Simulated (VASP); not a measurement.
# Be (Im-3m) in VASP: a series of runs

Aim: see how the results for Be move with the level of theory and the settings. Levels: PBEsol+D3(BJ), BLYP+D3(BJ). Tasks: relaxation of cell and atoms.

Program: VASP 6.6.1. These are calculated values, not measurements. Logs are shortened: lines on timing, memory, paths and dates and some standing lists are left out, and cuts for length are marked.

## 1. The cell of the first run

Symmetry: Im-3m, No. 229, cubic system. The conventional cell has a = 2.506 Å, b = 2.506 Å, c = 2.506 Å, α = 90.00°, β = 90.00°, γ = 90.00°. Within 2.9 Å of Be (site symmetry m-3m) lie 14 Be at 2.17 to 2.51 Å.

## 2. Relaxation of cell and atoms, PBEsol+D3(BJ)

File INCAR:

```
ALGO     = Normal         # electronic algorithm
EDIFF    = 1E-6           # SCF threshold, eV
EDIFFG   = -0.01          # ionic threshold
ENCUT    = 600            # plane-wave cutoff, eV
GGA      = PS             # functional
IBRION   = 2              # ionic algorithm
ISIF     = 3              # what is computed and relaxed
ISMEAR   = -1             # smearing method
IVDW     = 12             # dispersion correction
LASPH    = T              # aspherical terms in the spheres
LCHARG   = F              # write CHGCAR
LREAL    = F              # projectors in reciprocal space
LWAVE    = F              # write WAVECAR
NELM     = 60             # most SCF steps
NSW      = 80             # ionic steps
PREC     = Accurate       # precision mode
SIGMA    = 0.1            # smearing width, eV
```

File KPOINTS:

```
k-points
0
Gamma
  15 15 15
```

File POSCAR:

```
Be
1.0
    2.1704690000      0.0000000000      0.0000000000
   -0.7234896440      2.0463378057      0.0000000000
   -0.7234896440     -1.0231688548      1.7721805522
Be
1
Direct
    0.0000000000      0.0000000000      0.0000000000
```

Potentials or basis: VASP PAW PBE potentials, release 64 (Be).

Started as:

```sh
cat potpaw_PBE.64/Be/POTCAR > POTCAR
mpirun -np 1 vasp_std > vasp.out
```

OUTCAR:

```text
EDIFF = 1E-6
   EDIFFG = -0.01
   ENCUT = 600
   GGA = PS
   IBRION = 2
   ISIF = 3
   ISMEAR = -1
   IVDW = 12
   LASPH = T
   LREAL = F
   NELM = 60
   NSW = 80
   PREC = Accurate
 IVDW          = 12

 ion  position               nearest neighbor table
   1  0.000  0.000  0.000-

  LATTYP: Found a body centered cubic cell.
 ALAT       =     2.5062417228

  Lattice vectors:

 A1 = (   2.1704690000,   0.0000000000,   0.0000000000)
 A2 = (  -0.7234896440,   2.0463378057,   0.0000000000)
 A3 = (  -0.7234896440,  -1.0231688548,   1.7721805522)

Analysis of symmetry for initial positions (statically):
=====================================================================
 Subroutine PRICEL returns:
 Original cell was already a primitive cell.

 Routine SETGRP: Setting up the symmetry group for a
 body centered cubic supercell.

 Subroutine GETGRP returns: Found 48 space group operations
 (whereof 48 operations were pure point group operations)
 out of a pool of 48 trial point group operations.

The static configuration has the point symmetry O_h .

Analysis of symmetry for dynamics (positions and initial velocities):
=====================================================================
 Subroutine PRICEL returns:
 Original cell was already a primitive cell.

 Routine SETGRP: Setting up the symmetry group for a
 body centered cubic supercell.

 Subroutine GETGRP returns: Found 48 space group operations
 (whereof 48 operations were pure point group operations)
 out of a pool of 48 trial point group operations.

The dynamic configuration has the point symmetry O_h .

 Subroutine INISYM returns: Found 48 space group operations
 (whereof 48 operations are pure point group operations),
 and found     1 'primitive' translations

----------------------------------------------------------------------------------------

                                     Primitive cell

  volume of cell :       7.8712

  direct lattice vectors                    reciprocal lattice vectors
     2.170469000  0.000000000  0.000000000     0.460729916  0.162892618  0.282138282
    -0.723489644  2.046337806  0.000000000     0.000000000  0.488677870  0.282138282
    -0.723489644 -1.023168855  1.772180552     0.000000000  0.000000000  0.564276591

  length of vectors
     2.170469000  2.170469000  2.170469000     0.564276591  0.564276591  0.564276591

  position of ions in fractional coordinates (direct lattice)
     0.000000000  0.000000000  0.000000000

  ion indices of the primitive-cell ions
   primitive index   ion index
                 1           1

----------------------------------------------------------------------------------------

 KPOINTS: k-points

Automatic generation of k-mesh.
 Grid dimensions read from file:
 generate k-points for:   15   15   15

 Generating k-lattice:

  Cartesian coordinates                     Fractional coordinates (reciprocal lattice)
     0.030715328  0.010859508  0.018809219     0.066666667  0.000000000  0.000000000
     0.000000000  0.032578525  0.018809219     0.000000000  0.066666667 -0.000000000
     0.000000000  0.000000000  0.037618439     0.000000000  0.000000000  0.066666667

  Length of vectors
     0.037618439  0.037618439  0.037618439

  Shift w.r.t. Gamma in fractional coordinates (k-lattice)
     0.000000000  0.000000000  0.000000000

 Subroutine IBZKPT returns following result:
 ===========================================

 Found    120 irreducible k-points:

 Following reciprocal coordinates:
            Coordinates               Weight
  0.000000  0.000000  0.000000      1.000000
  0.066667  0.000000  0.000000     12.000000
  0.133333 -0.000000  0.000000     12.000000
  0.200000  0.000000  0.000000     12.000000
  0.266667 -0.000000  0.000000     12.000000
  0.333333  0.000000  0.000000     12.000000
[... 16 lines left out ...]
  0.333333  0.200000  0.000000     48.000000
  0.400000  0.200000  0.000000     24.000000
 [... further k-points ...]
   k-points           NKPTS =    120   k-points in BZ     NKDIM =    120   number of bands    NBANDS=      5
   number of dos      NEDOS =    301   number of ions     NIONS =      1
   total plane-waves  NPLWV =   5832
   dimension x,y,z NGX =    18 NGY =   18 NGZ =   18
   dimension x,y,z NGXF=    36 NGYF=   36 NGZF=   36
   ions per type =               1
   NGX,Y,Z   is equivalent  to a cutoff of  13.79, 13.79, 13.79 a.u.
   NGXF,Y,Z  is equivalent  to a cutoff of  27.57, 27.57, 27.57 a.u.
 SYSTEM =  unknown system
   PREC   = accura    normal or accurate (medium, high low for compatibility)
   ISTART =      0    job   : 0-new  1-cont  2-samecut
   ICHARG =      2    charge: 1-file 2-atom 10-const
   ISPIN  =      1    spin polarized calculation?
   LNONCOLLINEAR =      F non collinear calculations
   LSORBIT =      F    spin-orbit coupling
   LASPH  =      T    aspherical Exc in radial PAW
   ENCUT  =  600.0 eV  44.10 Ry    6.64 a.u.   4.33  4.33  4.33*2*pi/ulx,y,z
   NELM   =     60;   NELMIN=  2; NELMDL= -5     # of ELM steps
   EDIFF  = 0.1E-05   stopping-criterion for ELM
   LREAL  =      F    real-space projection
   EDIFFG = -.1E-01   stopping-criterion for IOM
   NSW    =     80    number of steps for IOM
   IBRION =      2    ionic relax: 0-MD 1-quasi-New 2-CG
   NFREE  =      1    steps in history (QN), initial steepest desc. (CG)
   ISIF   =      3    stress and relaxation
   ISYM   =      2    0-nonsym 1-usesym 2-fastsym
   POTIM  = 0.5000    time-step for ionic-motion
   TEBEG  =    0.0;   TEEND  =   0.0 temperature during run
   PSTRESS=    0.0 pullay stress
   NELECT =       2.0000    total number of electrons
   NUPDOWN=      -1.0000    fix difference up-down
   EMIN   =  10.00;   EMAX   =-10.00  energy-range for DOS
   EFERMI =   0.00;   METHOD = LEGACY
   ISMEAR =    -1;   SIGMA  =   0.10  broadening in eV -4-tet -1-fermi 0-gaus
   EFERMI_NEDOS =   21; number of points for ismear=-14 and -15
   IALGO  =     38    algorithm
   IMIX   =      4    mixing-type and parameters
     AMIX     =   0.40;   BMIX     =  1.00
     AMIX_MAG =   1.60;   BMIX_MAG =  1.00
  volume/ion in A,a.u.               =       7.87        53.12
  Fermi-wavevector in a.u.,A,eV,Ry     =   1.036904  1.959464 14.628574  1.075170
  Thomas-Fermi vector in A             =   2.171317
   LORBIT       =      0    0 simple, 1 ext, 2 COOP (PROOUT), +10 PAW based schemes
   GGA     = PS    functional components
   LHFCALC =     F    Hartree Fock is set to
   AEXX    =    0.0000 exact exchange contribution
   IVDW    =    12    specifies the selected vdW correction
   LEPSILON=     F    determine dielectric tensor
   LRPA    =     F    only Hartree local field effects (RPA)
 conjugate gradient relaxation of ions
 non-spin polarized calculation
  energy-cutoff  :      600.00
  volume of cell :        7.87
 maximum number of plane-waves:       272
 NGX is ok and might be reduce to    18
   NGX =  9   NGY =  9   NGZ =  9

--------------------------------------- Ionic step        1  -------------------------------------------

 number of electron       2.0000000 magnetization

 Free energy of the ion-electron system (eV)
  ---------------------------------------------------
  ext. energy  EPLUGINS =         0.00000000
  ---------------------------------------------------
  free energy    TOTEN  =        -3.90021187 eV

  energy without entropy =       -3.89573401  energy(sigma->0) =       -3.89797294

------------------------ aborting loop because EDIFF is reached ----------------------------------------

 Edisp (eV)   -0.27206

 E8    (eV) :    -0.1523

  FORCE on cell =-STRESS in cart. coord.  units (eV):
  Direction    XX          YY          ZZ          XY          YZ          ZX
  --------------------------------------------------------------------------------------
  -------------------------------------------------------------------------------------
  Total      -0.34780    -0.34780    -0.34780    -0.00000    -0.00000    -0.00000
  in kB     -70.79527   -70.79527   -70.79527    -0.00000    -0.00000    -0.00000
  external pressure =      -70.80 kB  Pullay stress =        0.00 kB

 VOLUME and BASIS-vectors are now :
 -----------------------------------------------------------------------------
  energy-cutoff  :      600.00
  volume of cell :        7.87
      direct lattice vectors                 reciprocal lattice vectors
     2.170469000  0.000000000  0.000000000     0.460729916  0.162892618  0.282138282
    -0.723489644  2.046337806  0.000000000     0.000000000  0.488677870  0.282138282
    -0.723489644 -1.023168855  1.772180552     0.000000000  0.000000000  0.564276591
[... 40 lines left out ...]
 POSITION                                       TOTAL-FORCE (eV/Angst)
 -----------------------------------------------------------------------------------
      1.42270      2.01200     -0.00000        -0.000000      0.000000      0.000000
 -----------------------------------------------------------------------------------
    total drift:                                0.000000      0.000000     -0.000000

  FREE ENERGIE OF THE ION-ELECTRON SYSTEM (eV)
  ---------------------------------------------------
  free  energy   TOTEN  =        -4.1824825757 eV

  energy  without entropy=       -4.1784062603  energy(sigma->0) =       -4.18044442

--------------------------------------- Ionic step        3  -------------------------------------------

 number of electron       2.0000000 magnetization

 Free energy of the ion-electron system (eV)
  ---------------------------------------------------
  ext. energy  EPLUGINS =         0.00000000
  ---------------------------------------------------
  free energy    TOTEN  =        -3.89407482 eV

  energy without entropy =       -3.89004867  energy(sigma->0) =       -3.89206175

 E-fermi :   8.3244     XC(G=0): -10.8226

 val. band max:        8.2945766466   @ k =   0.2667   0.2667   0.2000
 cond. band min:       8.4210404057   @ k =  -0.4000  -0.4000   0.1333
 fundamental gap:      0.1264637590
 Fermi energy:         8.3243640540

 k-point     1 :       0.0000    0.0000    0.0000
  band No.  band energies     occupation
      1      -4.1482      2.00000
      2      28.7292      0.00000
      3      28.7292      0.00000
      4      28.7292      0.00000
      5      40.3207      0.00000

 k-point     2 :       0.0667    0.0000    0.0000
  band No.  band energies     occupation
      1      -3.9894      2.00000
      2      27.9105      0.00000
      3      28.0760      0.00000
      4      28.5324      0.00000
      5      38.2788      0.00000

 k-point     3 :       0.1333   -0.0000    0.0000
  band No.  band energies     occupation
      1      -3.5128      2.00000
      2      25.4390      0.00000
      3      26.6177      0.00000
      4      27.9713      0.00000
      5      35.9617      0.00000
[... 153 lines left out ...]
 k-point    23 :       0.3333    0.2000    0.0000
  band No.  band energies     occupation
      1       3.3936      2.00000
      2      10.2289      0.00000
      3      16.7057      0.00000
      4      22.4235      0.00000
      5      36.1469      0.00000

 k-point    24 :       0.4000    0.2000    0.0000
  band No.  band energies     occupation
      1       4.4094      2.00000
      2       8.8748      0.00811
      3      16.4923      0.00000
      4      22.2761      0.00000
      5      36.1993      0.00000

 [... further k-points ...]

------------------------ aborting loop because EDIFF is reached ----------------------------------------

 Edisp (eV)   -0.28862

 E8    (eV) :    -0.1615

  FORCE on cell =-STRESS in cart. coord.  units (eV):
  Direction    XX          YY          ZZ          XY          YZ          ZX
  --------------------------------------------------------------------------------------
  -------------------------------------------------------------------------------------
  Total      -0.00160    -0.00160    -0.00160    -0.00000    -0.00000    -0.00000
  in kB      -0.34483    -0.34483    -0.34483    -0.00000    -0.00000    -0.00000
  external pressure =       -0.34 kB  Pullay stress =        0.00 kB

 VOLUME and BASIS-vectors are now :
 -----------------------------------------------------------------------------
  energy-cutoff  :      600.00
  volume of cell :        7.42
      direct lattice vectors                 reciprocal lattice vectors
     2.128362653 -0.000000000 -0.000000001     0.469844741  0.166115196  0.287719950
    -0.709454196  2.006639561 -0.000000001     0.000000000  0.498345602  0.287719950
    -0.709454196 -1.003319734  1.737800863     0.000000000  0.000000000  0.575439926

 POSITION                                       TOTAL-FORCE (eV/Angst)
 -----------------------------------------------------------------------------------
     -0.70945     -1.00332      1.73780        -0.000000      0.000000      0.000000
 -----------------------------------------------------------------------------------
    total drift:                                0.000000      0.000000     -0.000000

  FREE ENERGIE OF THE ION-ELECTRON SYSTEM (eV)
  ---------------------------------------------------
  free  energy   TOTEN  =        -4.1826933851 eV

  energy  without entropy=       -4.1786672429  energy(sigma->0) =       -4.18068031

 reached required accuracy - stopping structural energy minimisation
```

Wall time 8.9 s (1 thread of Intel Xeon Platinum 8488C (Sapphire Rapids), shared host); peak memory 0.12 GiB.

Results:

* Free energy: -4.1827 eV
* Relaxed volume: 7.42 Å³/atom
* Relaxed cell: a = 2.128 Å, b = 2.128 Å, c = 2.128 Å, α = 109.47°, β = 109.47°, γ = 109.47°
* Space group after relaxing (to 0.05 Å): Im-3m (No. 229)
* Energy gained by relaxing: 10.4 meV/atom
* Ionic steps: 3
* Pressure after relaxing: 0.0 GPa
* Band gap on the k mesh: zero (band 1 reaches 11.61 eV, above the bottom of band 2 at 6.98 eV)
* Dispersion energy per atom: -0.289 eV

Step by step:
| step | energy change (eV) | largest force (eV/Å) | pressure (GPa) | volume (Å³) |
| --- | --- | --- | --- | --- |
| 1 | 0.0000 | 0.0000 | -7.08 | 7.87 |
| 2 | -0.0102 | 0.0000 | -1.08 | 7.48 |
| 3 | -0.0104 | 0.0000 | -0.03 | 7.42 |

Final structure:
```xyz
1
Lattice="2.1284 0.0000 0.0000 -0.7095 2.0066 0.0000 -0.7095 -1.0033 1.7378" Properties=species:S:1:pos:R:3 pbc="T T T"
Be   -0.7095   -1.0033    1.7378
```

Caveat: the PAW data sets were made with another functional, which shifts forces and pressure a little; pairwise dispersion overbinds metals, which lowers pressure and volume.

## 3. Relaxation of cell and atoms, BLYP+D3(BJ)

File INCAR:

```
SYSTEM = Be
PREC = Accurate
ENCUT = 600
EDIFF = 1E-6
ISMEAR = -1
SIGMA = 0.1
LREAL = .FALSE.
LASPH = .TRUE.
NELM = 100
ALGO = Normal
ISIF = 3
LWAVE = .FALSE.
LCHARG = .FALSE.
GGA = B5
ALDAX = 1.0
AGGAX = 1.0
AGGAC = 1.0
ALDAC = 0.0
IVDW = 12
VDW_S6 = 1.0
VDW_S8 = 2.6996
VDW_A1 = 0.4298
VDW_A2 = 4.2359
IBRION = 2
NSW = 80
EDIFFG = -0.01
```

File KPOINTS:

```
Automatic mesh
0
G
  15 15 15
  0 0 0
```

POSCAR is that of step 2.

Potentials or basis: VASP PAW PBE potentials, release 64 (Be).

Started as:

```sh
cat potpaw_PBE.64/Be/POTCAR > POTCAR
mpirun -np 1 vasp_std > vasp.out
```

Wall time 11 s (1 thread of Intel Xeon Platinum 8488C (Sapphire Rapids), shared host); peak memory 0.13 GiB.

It converged, with:

| Property | Result |
| --- | --- |
| Free energy | -3.7900 eV |
| Relaxed volume | 6.84 Å³/atom |
| Relaxed cell | a = 2.071 Å, b = 2.071 Å, c = 2.071 Å, α = 109.47°, β = 109.47°, γ = 109.47° |
| Space group after relaxing (to 0.05 Å) | Im-3m (No. 229) |
| Energy gained by relaxing | 58.7 meV/atom |
| Ionic steps | 3 |
| Pressure after relaxing | -0.2 GPa |
| Band gap on the k mesh | zero (band 1 reaches 12.98 eV, above the bottom of band 2 at 8.10 eV) |
| Dispersion energy per atom | -0.853 eV |

The path:
```tsv
step	energy change (eV)	largest force (eV/Å)	pressure (GPa)	volume (Å³)
1	0.0000	0.0000	-16.29	7.87
2	-0.0570	0.0000	-3.32	6.99
3	-0.0587	0.0000	-0.22	6.84
```

Final structure:
```cif
data_structure
_symmetry_space_group_name_H-M 'P 1'
_symmetry_Int_Tables_number 1
_cell_length_a 2.0713
_cell_length_b 2.0713
_cell_length_c 2.0713
_cell_angle_alpha 109.471
_cell_angle_beta 109.471
_cell_angle_gamma 109.471
_cell_volume 6.84
loop_
_atom_site_label
_atom_site_type_symbol
_atom_site_fract_x
_atom_site_fract_y
_atom_site_fract_z
_atom_site_occupancy
Be1 Be 0.00000 0.00000 0.00000 1
```

Levels at points of the mesh, in eV from the Fermi level:
| k point | band 1 | band 2 | band 3 | band 4 | band 5 |
| --- | --- | --- | --- | --- | --- |
| (0.00, 0.00, 0.00) | -12.89 | 21.45 | 21.45 | 21.45 | 33.80 |

Caveat: the PAW data sets were made with another functional, which shifts forces and pressure a little; pairwise dispersion overbinds metals, which lowers pressure and volume.
